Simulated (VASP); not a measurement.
# P (Fd-3m) in VASP: a series of runs

P is run at these levels: PBEsol; tasks: single point.

Everything below comes from runs of VASP 6.6.1. Logs are shortened: lines on timing, memory, paths and dates and some standing lists are left out, and cuts for length are marked.

## 1. The cell of the first run

The structure is cubic, space group Fd-3m (No. 227). Conventional cell: a = 5.374 Å, b = 5.374 Å, c = 5.374 Å, α = 90.00°, β = 90.00°, γ = 90.00°. Within 3.1 Å of P (site symmetry -43m) lie 4 P at 2.33 Å.

## 2. Single point, PBEsol

INCAR reads:

```
ALGO = Normal
EDIFF = 1E-7
ENCUT = 520
GGA = PS
ISIF = 2
ISMEAR = -1
LASPH = True
LCHARG = False
LREAL = False
LWAVE = False
NBANDS = 12
NELM = 80
PREC = Accurate
SIGMA = 0.1
```

KPOINTS reads:

```
k-points
0
Gamma
  17 17 17
```

POSCAR reads:

```
P
1.0
    0.0000000000      2.6869937657      2.6869937657
    2.6869937657      0.0000000000      2.6869937657
    2.6869937657      2.6869937657      0.0000000000
P
2
Direct
    0.1250000000      0.1250000000      0.1250000000
    0.8750000000      0.8750000000      0.8750000000
```

Potentials or basis: VASP PAW PBE potentials, release 64 (P).

Launch:

```sh
$ cat potpaw_PBE.64/P/POTCAR > POTCAR
$ mpirun -np 1 vasp_std > vasp.out
```

OUTCAR:

```text
EDIFF = 1E-7
   ENCUT = 520
   GGA = PS
   ISIF = 2
   ISMEAR = -1
   LASPH = True
   LREAL = False
   NELM = 80
   PREC = Accurate

 ion  position               nearest neighbor table
   1  0.125  0.125  0.125-   2 2.33   2 2.33   2 2.33   2 2.33
   2  0.875  0.875  0.875-   1 2.33   1 2.33   1 2.33   1 2.33

  LATTYP: Found a face centered cubic cell.
 ALAT       =     5.3739875314

  Lattice vectors:

 A1 = (   0.0000000000,   2.6869937657,   2.6869937657)
 A2 = (   2.6869937657,   0.0000000000,   2.6869937657)
 A3 = (   2.6869937657,   2.6869937657,   0.0000000000)

Analysis of symmetry for initial positions (statically):
=====================================================================
 Subroutine PRICEL returns:
 Original cell was already a primitive cell.

 Routine SETGRP: Setting up the symmetry group for a
 face centered cubic supercell.

 Subroutine GETGRP returns: Found 48 space group operations
 (whereof 12 operations were pure point group operations)
 out of a pool of 48 trial point group operations.

The static configuration has the point symmetry D_3d.
 The point group associated with its full space group is O_h .

Analysis of symmetry for dynamics (positions and initial velocities):
=====================================================================
 Subroutine PRICEL returns:
 Original cell was already a primitive cell.

 Routine SETGRP: Setting up the symmetry group for a
 face centered cubic supercell.

 Subroutine GETGRP returns: Found 48 space group operations
 (whereof 12 operations were pure point group operations)
 out of a pool of 48 trial point group operations.

The dynamic configuration has the point symmetry D_3d.
 The point group associated with its full space group is O_h .

 Subroutine INISYM returns: Found 48 space group operations
 (whereof 12 operations are pure point group operations),
 and found     1 'primitive' translations

----------------------------------------------------------------------------------------

                                     Primitive cell

  volume of cell :      38.7998

  direct lattice vectors                    reciprocal lattice vectors
     0.000000000  2.686993766  2.686993766    -0.186081563  0.186081563  0.186081563
     2.686993766  0.000000000  2.686993766     0.186081563 -0.186081563  0.186081563
     2.686993766  2.686993766  0.000000000     0.186081563  0.186081563 -0.186081563

  length of vectors
     3.799983025  3.799983025  3.799983025     0.322302722  0.322302722  0.322302722

  position of ions in fractional coordinates (direct lattice)
     0.125000000  0.125000000  0.125000000
     0.875000000  0.875000000  0.875000000

  ion indices of the primitive-cell ions
   primitive index   ion index
                 1           1
                 2           2

----------------------------------------------------------------------------------------

 KPOINTS: k-points

Automatic generation of k-mesh.
 Grid dimensions read from file:
 generate k-points for:   17   17   17

 Generating k-lattice:

  Cartesian coordinates                     Fractional coordinates (reciprocal lattice)
    -0.010945974  0.010945974  0.010945974     0.058823529  0.000000000  0.000000000
     0.010945974 -0.010945974  0.010945974     0.000000000  0.058823529  0.000000000
     0.010945974  0.010945974 -0.010945974     0.000000000  0.000000000  0.058823529

  Length of vectors
     0.018958984  0.018958984  0.018958984

  Shift w.r.t. Gamma in fractional coordinates (k-lattice)
     0.000000000  0.000000000  0.000000000

 Subroutine IBZKPT returns following result:
 ===========================================

 Found    165 irreducible k-points:

 Following reciprocal coordinates:
            Coordinates               Weight
  0.000000  0.000000  0.000000      1.000000
  0.058824  0.000000  0.000000      8.000000
  0.117647  0.000000  0.000000      8.000000
  0.176471  0.000000  0.000000      8.000000
  0.235294  0.000000  0.000000      8.000000
  0.294118  0.000000  0.000000      8.000000
[... 16 lines left out ...]
 -0.176471  0.058824  0.000000     24.000000
 -0.117647  0.058824  0.000000     24.000000
 [... further k-points ...]
   k-points           NKPTS =    165   k-points in BZ     NKDIM =    165   number of bands    NBANDS=     12
   number of dos      NEDOS =    301   number of ions     NIONS =      2
   total plane-waves  NPLWV =  21952
   dimension x,y,z NGX =    28 NGY =   28 NGZ =   28
   dimension x,y,z NGXF=    56 NGYF=   56 NGZF=   56
   ions per type =               2
   NGX,Y,Z   is equivalent  to a cutoff of  12.25, 12.25, 12.25 a.u.
   NGXF,Y,Z  is equivalent  to a cutoff of  24.50, 24.50, 24.50 a.u.
 SYSTEM =  unknown system
   PREC   = accura    normal or accurate (medium, high low for compatibility)
   ISTART =      0    job   : 0-new  1-cont  2-samecut
   ICHARG =      2    charge: 1-file 2-atom 10-const
   ISPIN  =      1    spin polarized calculation?
   LNONCOLLINEAR =      F non collinear calculations
   LSORBIT =      F    spin-orbit coupling
   LASPH  =      T    aspherical Exc in radial PAW
   ENCUT  =  520.0 eV  38.22 Ry    6.18 a.u.   7.07  7.07  7.07*2*pi/ulx,y,z
   NELM   =     80;   NELMIN=  2; NELMDL= -5     # of ELM steps
   EDIFF  = 0.1E-06   stopping-criterion for ELM
   LREAL  =      F    real-space projection
   EDIFFG = 0.1E-05   stopping-criterion for IOM
   NSW    =      0    number of steps for IOM
   IBRION =     -1    ionic relax: 0-MD 1-quasi-New 2-CG
   NFREE  =      0    steps in history (QN), initial steepest desc. (CG)
   ISIF   =      2    stress and relaxation
   ISYM   =      2    0-nonsym 1-usesym 2-fastsym
   POTIM  = 0.5000    time-step for ionic-motion
   TEBEG  =    0.0;   TEEND  =   0.0 temperature during run
   PSTRESS=    0.0 pullay stress
   NELECT =      10.0000    total number of electrons
   NUPDOWN=      -1.0000    fix difference up-down
   EMIN   =  10.00;   EMAX   =-10.00  energy-range for DOS
   EFERMI =   0.00;   METHOD = LEGACY
   ISMEAR =    -1;   SIGMA  =   0.10  broadening in eV -4-tet -1-fermi 0-gaus
   EFERMI_NEDOS =   21; number of points for ismear=-14 and -15
   IALGO  =     38    algorithm
   IMIX   =      4    mixing-type and parameters
     AMIX     =   0.40;   BMIX     =  1.00
     AMIX_MAG =   1.60;   BMIX_MAG =  1.00
  volume/ion in A,a.u.               =      19.40       130.92
  Fermi-wavevector in a.u.,A,eV,Ry     =   1.041833  1.968779 14.767986  1.085416
  Thomas-Fermi vector in A             =   2.176471
   LORBIT       =      0    0 simple, 1 ext, 2 COOP (PROOUT), +10 PAW based schemes
   GGA     = PS    functional components
   LHFCALC =     F    Hartree Fock is set to
   AEXX    =    0.0000 exact exchange contribution
   IVDW    =     0    specifies the selected vdW correction
   LEPSILON=     F    determine dielectric tensor
   LRPA    =     F    only Hartree local field effects (RPA)
 non-spin polarized calculation
  energy-cutoff  :      520.00
  volume of cell :       38.80
 maximum number of plane-waves:      1057
   NGX = 15   NGY = 15   NGZ = 15

 number of electron      10.0000000 magnetization

 number of electron       9.9999998 magnetization

 Free energy of the ion-electron system (eV)
  ---------------------------------------------------
  ext. energy  EPLUGINS =         0.00000000
  ---------------------------------------------------
  free energy    TOTEN  =       -10.46104481 eV

  energy without entropy =      -10.42485126  energy(sigma->0) =      -10.44294804

 E-fermi :   6.5326     XC(G=0):  -9.9309

 val. band max:        6.5215827703   @ k =   0.0000   0.0000   0.0000
 cond. band min:       6.5583525163   @ k =   0.2941   0.2941   0.0000
 fundamental gap:      0.0367697461
 Fermi energy:         6.5326203752

 k-point     1 :       0.0000    0.0000    0.0000
  band No.  band energies     occupation
      1      -8.9717      2.00000
      2       3.3289      2.00000
      3       3.3289      2.00000
      4       3.3289      2.00000
      5       3.5923      2.00000
      6       6.5216      1.05513
      7       6.5216      1.05513
      8       6.5216      1.05513
      9      12.4508      0.00000
     10      13.2518      0.00000
     11      13.2518      0.00000
     12      16.7483      0.00000

 k-point     2 :       0.0588    0.0000    0.0000
  band No.  band energies     occupation
      1      -8.9298      2.00000
      2       2.4177      2.00000
      3       3.2697      2.00000
      4       3.2697      2.00000
      5       4.3256      2.00000
      6       6.6117      0.62383
      7       6.6117      0.62383
      8       6.6409      0.50591
      9      12.6259      0.00000
     10      13.1214      0.00000
     11      13.1214      0.00000
     12      16.5893      0.00000

 k-point     3 :       0.1176    0.0000    0.0000
  band No.  band energies     occupation
      1      -8.8049      2.00000
      2       1.3395      2.00000
      3       3.1163      2.00000
      4       3.1163      2.00000
      5       4.7780      2.00000
      6       6.8476      0.08223
      7       6.8476      0.08223
      8       7.1187      0.00568
      9      12.8542      0.00000
     10      12.8542      0.00000
     11      13.0930      0.00000
     12      16.2565      0.00000
[... 286 lines left out ...]
 k-point    23 :      -0.1765    0.0588    0.0000
  band No.  band energies     occupation
      1      -8.4787      2.00000
      2      -0.1488      2.00000
      3       2.4183      2.00000
      4       2.9714      2.00000
      5       5.0889      2.00000
      6       7.1138      0.00597
      7       7.3254      0.00072
      8       8.4178      0.00000
      9      12.2066      0.00000
     10      12.9758      0.00000
     11      13.9538      0.00000
     12      16.2820      0.00000

 k-point    24 :      -0.1176    0.0588    0.0000
  band No.  band energies     occupation
      1      -8.7085      2.00000
      2       0.8496      2.00000
      3       2.6806      2.00000
      4       3.1535      2.00000
      5       5.0862      2.00000
      6       6.8330      0.09454
      7       6.9296      0.03706
      8       7.6442      0.00003
      9      12.4111      0.00000
     10      13.0198      0.00000
     11      13.4206      0.00000
     12      16.3901      0.00000

 [... further k-points ...]

------------------------ aborting loop because EDIFF is reached ----------------------------------------

  FORCE on cell =-STRESS in cart. coord.  units (eV):
  Direction    XX          YY          ZZ          XY          YZ          ZX
  --------------------------------------------------------------------------------------
  -------------------------------------------------------------------------------------
  Total        0.0509959      0.0509959      0.0509959      0.0000000      0.0000000      0.0000000
  in kB        2.1057921      2.1057921      2.1057921      0.0000000      0.0000000      0.0000000
  external PRESSURE =       2.1057921 kB  Pullay stress =       0.0000000 kB

 VOLUME and BASIS-vectors are now :
 -----------------------------------------------------------------------------
  energy-cutoff  :      520.00
  volume of cell :       38.80
      direct lattice vectors                 reciprocal lattice vectors
     0.000000000  2.686993766  2.686993766    -0.186081563  0.186081563  0.186081563
     2.686993766  0.000000000  2.686993766     0.186081563 -0.186081563  0.186081563
     2.686993766  2.686993766  0.000000000     0.186081563  0.186081563 -0.186081563

 POSITION                                       TOTAL-FORCE (eV/Angst)
 -----------------------------------------------------------------------------------
      0.67175      0.67175      0.67175         0.000000      0.000000      0.000000
      4.70224      4.70224      4.70224        -0.000000     -0.000000     -0.000000
 -----------------------------------------------------------------------------------
    total drift:                               -0.000000     -0.000000     -0.000000

  FREE ENERGIE OF THE ION-ELECTRON SYSTEM (eV)
  ---------------------------------------------------
  free  energy   TOTEN  =       -10.4610448147 eV

  energy  without entropy=      -10.4248512646  energy(sigma->0) =      -10.44294804
```

Run time: 82 s. Hardware: 1 thread of Intel Xeon 8259CL, shared host; peak memory 0.19 GiB.

Results:

| Quantity | Value |
| --- | --- |
| Free energy | -10.4610 eV |
| Pressure | 0.2 GPa |
| Band gap on the k mesh | zero (band 5 reaches 7.99 eV, above the bottom of band 6 at 5.30 eV) |

Levels at points of the mesh, in eV from the Fermi level:
```csv
k point,band 2,band 3,band 4,band 5,band 6,band 7,band 8,band 9
"(0.00, 0.00, 0.00)",-3.20,-3.20,-3.20,-2.94,-0.01,-0.01,-0.01,5.92
```

Caveat: the PAW data sets were made with another functional, which shifts forces and pressure a little.

## 3. Single point, PBEsol

INCAR reads:

```
SYSTEM = P
PREC     = Accurate       ! precision mode
ENCUT    = 520            ! plane-wave cutoff, eV
EDIFF    = 1E-7           ! SCF threshold, eV
ISMEAR   = -1             ! smearing method
SIGMA    = 0.1            ! smearing width, eV
LREAL    = .False.        ! projectors in reciprocal space
LASPH    = .True.         ! aspherical terms in the spheres
NELM     = 80             ! most SCF steps
ALGO     = Normal         ! electronic algorithm
ISIF     = 2              ! what is computed and relaxed
LWAVE    = .False.        ! write WAVECAR
LCHARG   = .False.        ! write CHGCAR
GGA      = PS             ! functional
NBANDS   = 12             ! bands
```

KPOINTS reads:

```
regular mesh
0
Gamma
  17 17 17
  0 0 0
```

POSCAR is that of step 2.

Potentials or basis: VASP PAW PBE potentials, release 64 (P).

Launch:

```sh
$ cat potpaw_PBE.64/P/POTCAR > POTCAR
$ mpirun -np 1 vasp_std > vasp.out
```

Wall time 84 s (1 thread of Intel Xeon 8259CL, shared host); peak memory 0.19 GiB.

Results (log left out):

- Free energy: -10.4610 eV
- Pressure: 0.2 GPa
- Band gap on the k mesh: zero (band 5 reaches 7.99 eV, above the bottom of band 6 at 5.30 eV)

Levels at points of the mesh, in eV from the Fermi level:
| k point | band 1 | band 2 | band 3 | band 4 | band 5 | band 6 | band 7 | band 8 | band 9 | band 10 |
| --- | --- | --- | --- | --- | --- | --- | --- | --- | --- | --- |
| (0.00, 0.00, 0.00) | -15.50 | -3.20 | -3.20 | -3.20 | -2.94 | -0.01 | -0.01 | -0.01 | 5.92 | 6.72 |

Caveat: the PAW data sets were made with another functional, which shifts forces and pressure a little.

## 4. Single point, PBEsol (volume scaled by 1.04)

INCAR reads:

```
SYSTEM = P
  PREC = Accurate
  ENCUT = 520
  EDIFF = 1E-6
  ISMEAR = -1
  SIGMA = 0.1
  LREAL = .False.
  LASPH = .True.
  NELM = 100
  ALGO = Normal
  ISIF = 2
  LWAVE = .False.
  LCHARG = .False.
  GGA = PS
  NBANDS = 12
```

KPOINTS reads:

```
Automatic mesh
0
Gamma
  17 17 17
  0 0 0
```

POSCAR reads:

```
P
1.0
    0.0000000000      2.7223530017      2.7223530017
    2.7223530017      0.0000000000      2.7223530017
    2.7223530017      2.7223530017      0.0000000000
P
2
Direct
    0.1250000000      0.1250000000      0.1250000000
    0.8750000000      0.8750000000      0.8750000000
```

Launch:

```sh
$ cat potpaw_PBE.64/P/POTCAR > POTCAR
$ mpirun -np 1 vasp_std > vasp.out
```

It took 1.7 min on 1 thread of Intel Xeon 8259CL, shared host; peak memory 0.2 GiB.

Results (log left out):

| Property | Result |
| --- | --- |
| Free energy | -10.4543 eV |
| Pressure | -1.6 GPa |
| Band gap on the k mesh | zero (band 5 reaches 7.44 eV, above the bottom of band 6 at 4.95 eV) |

Levels at points of the mesh, in eV from the Fermi level:
```csv
k point,band 3,band 4,band 5,band 6,band 7,band 8
"(0.00, 0.00, 0.00)",-3.08,-3.08,-3.08,0.06,0.06,0.06
```

Caveat: the PAW data sets were made with another functional, which shifts forces and pressure a little.
